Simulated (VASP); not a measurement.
# Si2Mo (I4/mmm) in VASP: a series of runs

Aim: see how the results for Si2Mo move with the level of theory and the settings. Levels: r2SCAN+D4, r2SCAN. Tasks: single point.

Everything below comes from runs of VASP 6.6.1. Logs are shortened: lines on timing, memory, paths and dates and some standing lists are left out, and cuts for length are marked.

## (1) The cell of the first run

It takes space group I4/mmm (No. 139, tetragonal). The conventional cell has a = 3.192 Å, b = 3.192 Å, c = 7.795 Å, α = 90.00°, β = 90.00°, γ = 90.00°. Si (site symmetry 4mm) has 9 Si at 2.57 to 3.19 Å and 5 Mo at 2.60 to 2.61 Å within 3.4 Å. Mo (site symmetry 4/mmm) has 10 Si at 2.60 to 2.61 Å and 4 Mo at 3.19 Å within 3.4 Å.

## (2) Single point, r2SCAN+D4

POSCAR reads:

```
Si2Mo
1.0
   -1.5961744704      1.5961744704      3.8975781942
    1.5961744704     -1.5961744704      3.8975781942
    1.5961744704      1.5961744704     -3.8975781942
Si Mo
2 1
Direct
    0.3353506881      0.3353506881      0.0000000000
    0.6646493119      0.6646493119      0.0000000000
    0.0000000000      0.0000000000      0.0000000000
```

INCAR.step1 reads:

```
PREC = Accurate
ENCUT = 520
ISMEAR = 0
SIGMA = 0.05
LREAL = F
LASPH = T
NELM = 100
NBANDS = 18
GGA = PE
ALGO = Normal
EDIFF = 1E-4
LWAVE = T
LCHARG = F
```

INCAR.step2 reads:

```
PREC = Accurate
ENCUT = 520
EDIFF = 1E-6
ISMEAR = 0
SIGMA = 0.05
LREAL = F
LASPH = T
NELM = 100
ALGO = Normal
ISIF = 2
LWAVE = F
LCHARG = T
METAGGA = R2SCAN
LMIXTAU = T
IVDW = 13
LELF = T
LVHAR = T
VDW_S6 = 1.0
VDW_S8 = 0.6018749
VDW_A1 = 0.51559235
VDW_A2 = 5.77342911
NBANDS = 18
ISTART = 1
```

KPOINTS reads:

```
regular mesh
0
Gamma
  10 10 10
```

Potentials or basis: VASP PAW PBE potentials, release 64 (Si, Mo_sv).

Command:

```console
$ cat potpaw_PBE.64/Si/POTCAR potpaw_PBE.64/Mo_sv/POTCAR > POTCAR
$ cp INCAR.step1 INCAR
$ mpirun -np 1 vasp_std > vasp.out
$ cp INCAR.step2 INCAR
$ mpirun -np 1 vasp_std > vasp.out
```

OUTCAR:

```text
PREC = Accurate
   ENCUT = 520
   EDIFF = 1E-6
   ISMEAR = 0
   LREAL = F
   LASPH = T
   NELM = 100
   ISIF = 2
   METAGGA = R2SCAN
   IVDW = 13
   ISTART = 1

 ion  position               nearest neighbor table
   1  0.335  0.335  0.000-   2 2.57   3 2.60   3 2.60   3 2.60   3 2.60   3 2.61   2 2.62   2 2.62
                             2 2.62   2 2.62
   2  0.665  0.665  0.000-   1 2.57   3 2.60   3 2.60   3 2.60   3 2.60   3 2.61   1 2.62   1 2.62
                             1 2.62   1 2.62
   3  0.000  0.000  0.000-   2 2.60   2 2.60   2 2.60   1 2.60   2 2.60   1 2.60   1 2.60   1 2.60
                             1 2.61   2 2.61

  LATTYP: Found a body centered tetragonal cell.
 ALAT       =     3.1923489408
 C/A-ratio  =     2.4418246667

  Lattice vectors:

 A1 = (  -1.5961744704,   1.5961744704,   3.8975781942)
 A2 = (   1.5961744704,  -1.5961744704,   3.8975781942)
 A3 = (   1.5961744704,   1.5961744704,  -3.8975781942)

Analysis of symmetry for initial positions (statically):
=====================================================================
 Subroutine PRICEL returns:
 Original cell was already a primitive cell.

 Routine SETGRP: Setting up the symmetry group for a
 body centered tetragonal supercell.

 Subroutine GETGRP returns: Found 16 space group operations
 (whereof 16 operations were pure point group operations)
 out of a pool of 16 trial point group operations.

The static configuration has the point symmetry D_4h.

Analysis of symmetry for dynamics (positions and initial velocities):
=====================================================================
 Subroutine PRICEL returns:
 Original cell was already a primitive cell.

 Routine SETGRP: Setting up the symmetry group for a
 body centered tetragonal supercell.

 Subroutine GETGRP returns: Found 16 space group operations
 (whereof 16 operations were pure point group operations)
 out of a pool of 16 trial point group operations.

The dynamic configuration has the point symmetry D_4h.

 Subroutine INISYM returns: Found 16 space group operations
 (whereof 16 operations are pure point group operations),
 and found     1 'primitive' translations

----------------------------------------------------------------------------------------

                                     Primitive cell

  volume of cell :      39.7206

  direct lattice vectors                    reciprocal lattice vectors
    -1.596174470  1.596174470  3.897578194     0.000000000  0.313248964  0.128284790
     1.596174470 -1.596174470  3.897578194     0.313248964  0.000000000  0.128284790
     1.596174470  1.596174470 -3.897578194     0.313248964  0.313248964  0.000000000

  length of vectors
     4.504071676  4.504071676  4.504071676     0.338499485  0.338499485  0.443000934

  position of ions in fractional coordinates (direct lattice)
     0.335350688  0.335350688  0.000000000
     0.664649312  0.664649312  0.000000000
     0.000000000  0.000000000  0.000000000

  ion indices of the primitive-cell ions
   primitive index   ion index
                 1           1
                 2           2
                 3           3

----------------------------------------------------------------------------------------

 KPOINTS: regular mesh

Automatic generation of k-mesh.
 Grid dimensions read from file:
 generate k-points for:   10   10   10

 Generating k-lattice:

  Cartesian coordinates                     Fractional coordinates (reciprocal lattice)
     0.000000000  0.031324896  0.012828479     0.100000000 -0.000000000  0.000000000
     0.031324896  0.000000000  0.012828479    -0.000000000  0.100000000  0.000000000
     0.031324896  0.031324896  0.000000000     0.000000000  0.000000000  0.100000000

  Length of vectors
     0.033849948  0.033849948  0.044300093

  Shift w.r.t. Gamma in fractional coordinates (k-lattice)
     0.000000000  0.000000000  0.000000000

 Subroutine IBZKPT returns following result:
 ===========================================

 Found    102 irreducible k-points:

 Following reciprocal coordinates:
            Coordinates               Weight
  0.000000  0.000000  0.000000      1.000000
  0.100000 -0.000000  0.000000      8.000000
  0.200000 -0.000000  0.000000      8.000000
  0.300000  0.000000 -0.000000      8.000000
  0.400000  0.000000  0.000000      8.000000
  0.500000  0.000000  0.000000      4.000000
[... 16 lines left out ...]
  0.300000  0.300000 -0.000000      8.000000
  0.400000  0.300000 -0.000000     16.000000
 [... further k-points ...]
   k-points           NKPTS =    102   k-points in BZ     NKDIM =    102   number of bands    NBANDS=     18
   number of dos      NEDOS =    301   number of ions     NIONS =      3
   total plane-waves  NPLWV =  46656
   dimension x,y,z NGX =    36 NGY =   36 NGZ =   36
   dimension x,y,z NGXF=    72 NGYF=   72 NGZF=   72
   ions per type =               2   1
   NGX,Y,Z   is equivalent  to a cutoff of  13.29, 13.29, 13.29 a.u.
   NGXF,Y,Z  is equivalent  to a cutoff of  26.58, 26.58, 26.58 a.u.
 SYSTEM =  unknown system
   PREC   = accura    normal or accurate (medium, high low for compatibility)
   ISTART =      1    job   : 0-new  1-cont  2-samecut
   ICHARG =      0    charge: 1-file 2-atom 10-const
   ISPIN  =      1    spin polarized calculation?
   LNONCOLLINEAR =      F non collinear calculations
   LSORBIT =      F    spin-orbit coupling
   LASPH  =      T    aspherical Exc in radial PAW
   ENCUT  =  520.0 eV  38.22 Ry    6.18 a.u.   8.37  8.37  8.37*2*pi/ulx,y,z
   NELM   =    100;   NELMIN=  2; NELMDL=  0     # of ELM steps
   EDIFF  = 0.1E-05   stopping-criterion for ELM
   LREAL  =      F    real-space projection
   EDIFFG = 0.1E-04   stopping-criterion for IOM
   NSW    =      0    number of steps for IOM
   IBRION =     -1    ionic relax: 0-MD 1-quasi-New 2-CG
   NFREE  =      0    steps in history (QN), initial steepest desc. (CG)
   ISIF   =      2    stress and relaxation
   ISYM   =      2    0-nonsym 1-usesym 2-fastsym
   POTIM  = 0.5000    time-step for ionic-motion
   TEBEG  =    0.0;   TEEND  =   0.0 temperature during run
   PSTRESS=    0.0 pullay stress
   NELECT =      22.0000    total number of electrons
   NUPDOWN=      -1.0000    fix difference up-down
   EMIN   =  10.00;   EMAX   =-10.00  energy-range for DOS
   EFERMI =   0.00;   METHOD = LEGACY
   ISMEAR =     0;   SIGMA  =   0.05  broadening in eV -4-tet -1-fermi 0-gaus
   EFERMI_NEDOS =   21; number of points for ismear=-14 and -15
   IALGO  =     38    algorithm
   IMIX   =      4    mixing-type and parameters
     AMIX     =   0.40;   BMIX     =  1.00
     AMIX_MAG =   1.60;   BMIX_MAG =  1.00
  volume/ion in A,a.u.               =      13.24        89.35
  Fermi-wavevector in a.u.,A,eV,Ry     =   1.344448  2.540638 24.593065  1.807539
  Thomas-Fermi vector in A             =   2.472440
   LORBIT       =      0    0 simple, 1 ext, 2 COOP (PROOUT), +10 PAW based schemes
   METAGGA = R2SCAN    functional components
   LHFCALC =     F    Hartree Fock is set to
   AEXX    =    0.0000 exact exchange contribution
   IVDW    =    13    specifies the selected vdW correction
   LEPSILON=     F    determine dielectric tensor
   LRPA    =     F    only Hartree local field effects (RPA)
 non-spin polarized calculation
 Gauss-broadening in eV      SIGMA  =   0.05
  energy-cutoff  :      520.00
  volume of cell :       39.72
 maximum number of plane-waves:      1086
 NGX is ok and might be reduce to    36
   NGX = 17   NGY = 17   NGZ = 17

 number of electron      22.0000000 magnetization

 Free energy of the ion-electron system (eV)
  ---------------------------------------------------
  ext. energy  EPLUGINS =         0.00000000
  ---------------------------------------------------
  free energy    TOTEN  =       -45.01366027 eV

  energy without entropy =      -45.01330794  energy(sigma->0) =      -45.01348411

 E-fermi :  12.3340     XC(G=0): -13.4523

 val. band max:       12.3228333188   @ k =  -0.4000   0.5000   0.4000
 cond. band min:      12.5611464326   @ k =   0.5000   0.5000   0.3000
 fundamental gap:      0.2383131138
 Fermi energy:        12.3339528335

 k-point     1 :       0.0000    0.0000    0.0000
  band No.  band energies     occupation
      1     -50.1589      2.00000
      2     -23.6104      2.00000
      3     -23.5126      2.00000
      4     -23.5126      2.00000
      5      -1.8321      2.00000
      6       5.5968      2.00000
[... 10 lines left out ...]
     17      17.9381      0.00000
     18      17.9381      0.00000

 k-point     2 :       0.1000   -0.0000    0.0000
  band No.  band energies     occupation
      1     -50.1568      2.00000
      2     -23.6083      2.00000
      3     -23.5410      2.00000
      4     -23.5099      2.00000
      5      -1.6372      2.00000
      6       5.6131      2.00000
[... 10 lines left out ...]
     17      18.0951      0.00000
     18      18.9998      0.00000

 k-point     3 :       0.2000   -0.0000    0.0000
  band No.  band energies     occupation
      1     -50.1513      2.00000
      2     -23.6153      2.00000
      3     -23.6023      2.00000
      4     -23.5028      2.00000
      5      -1.0674      2.00000
      6       5.5202      2.00000
[... 10 lines left out ...]
     17      19.1093      0.00000
     18      20.9707      0.00000

 k-point     4 :       0.3000    0.0000   -0.0000
  band No.  band energies     occupation
      1     -50.1445      2.00000
      2     -23.7049      2.00000
      3     -23.5957      2.00000
      4     -23.4941      2.00000
      5      -0.1660      2.00000
      6       4.8590      2.00000
[... 375 lines left out ...]
      4     -23.5903      2.00000
      5      -0.5624      2.00000
      6       6.4501      2.00000
[... 10 lines left out ...]
     17      19.5913      0.00000
     18      20.6382      0.00000

 k-point    23 :       0.3000    0.3000   -0.0000
  band No.  band energies     occupation
      1     -50.1305      2.00000
      2     -23.6823      2.00000
      3     -23.6736      2.00000
      4     -23.5800      2.00000
      5       1.5593      2.00000
      6       4.1220      2.00000
[... 10 lines left out ...]
     17      19.8470      0.00000
     18      21.5141      0.00000

 k-point    24 :       0.4000    0.3000   -0.0000
  band No.  band energies     occupation
      1     -50.1253      2.00000
      2     -23.7466      2.00000
      3     -23.6674      2.00000
      4     -23.5714      2.00000
      5       2.4983      2.00000
      6       3.6320      2.00000
[... 10 lines left out ...]
     17      19.7605      0.00000
     18      22.0052      0.00000

 [... further k-points ...]

------------------------ aborting loop because EDIFF is reached ----------------------------------------

  DFT-D4 for vdW energy calculation

  Edisp (eV):   -0.57992

  FORCE on cell =-STRESS in cart. coord.  units (eV):
  Direction    XX          YY          ZZ          XY          YZ          ZX
  --------------------------------------------------------------------------------------
  -------------------------------------------------------------------------------------
  Total       0.10120     0.10120     0.11338     0.00000     0.00000     0.00000
  in kB       4.08218     4.08218     4.57335     0.00000     0.00000     0.00000
  external pressure =        4.25 kB  Pullay stress =        0.00 kB

 VOLUME and BASIS-vectors are now :
 -----------------------------------------------------------------------------
  energy-cutoff  :      520.00
  volume of cell :       39.72
      direct lattice vectors                 reciprocal lattice vectors
    -1.596174470  1.596174470  3.897578194     0.000000000  0.313248964  0.128284790
     1.596174470 -1.596174470  3.897578194     0.313248964  0.000000000  0.128284790
     1.596174470  1.596174470 -3.897578194     0.313248964  0.313248964  0.000000000

 POSITION                                       TOTAL-FORCE (eV/Angst)
 -----------------------------------------------------------------------------------
      0.00000      0.00000      2.61411         0.000000      0.000000     -0.006889
      0.00000      0.00000      5.18105        -0.000000     -0.000000      0.006889
      0.00000      0.00000      0.00000        -0.000000     -0.000000      0.000000
 -----------------------------------------------------------------------------------
    total drift:                                0.000000     -0.000000     -0.000000

  FREE ENERGIE OF THE ION-ELECTRON SYSTEM (eV)
  ---------------------------------------------------
  free  energy   TOTEN  =       -45.5935813707 eV

  energy  without entropy=      -45.5932290327  energy(sigma->0) =      -45.59340520
```

Wall time 2.3 min (1 thread of Intel Xeon 6975P-C (Granite Rapids), shared host); peak memory 0.26 GiB.

What came out:

```yaml
Free_energy: -45.5936 eV
Pressure: 0.4 GPa
Largest_force: 0.007 eV/Å
Band_gap_on_the_k_mesh: zero (band 11 reaches 12.89 eV, above the bottom of band 12 at 11.87 eV)
Dispersion_energy_per_atom: -0.193 eV
```

Forces on the atoms (eV/Å):
```
Si   0.000  0.000 -0.007
Si   0.000  0.000  0.007
Mo   0.000  0.000  0.000
```

Levels at points of the mesh, in eV from the Fermi level:
```
           k point  band 9  band 10  band 11  band 12  band 13  band 14
(0.00, 0.00, 0.00)   -2.73    -2.73     0.46     3.47     3.63     3.79
(0.50, 0.00, 0.00)   -2.71    -2.59    -0.46     2.66     3.39     4.60
(0.50, 0.50, 0.00)   -4.64    -3.18    -1.29     2.74     3.17     3.58
(0.50, 0.50, 0.50)   -0.51    -0.51    -0.46    -0.46     0.61     5.30
```

Caveat: the PAW data sets were made with another functional, which shifts forces and pressure a little; pairwise dispersion overbinds metals, which lowers pressure and volume.

(Part 1 of 5 ends here.)
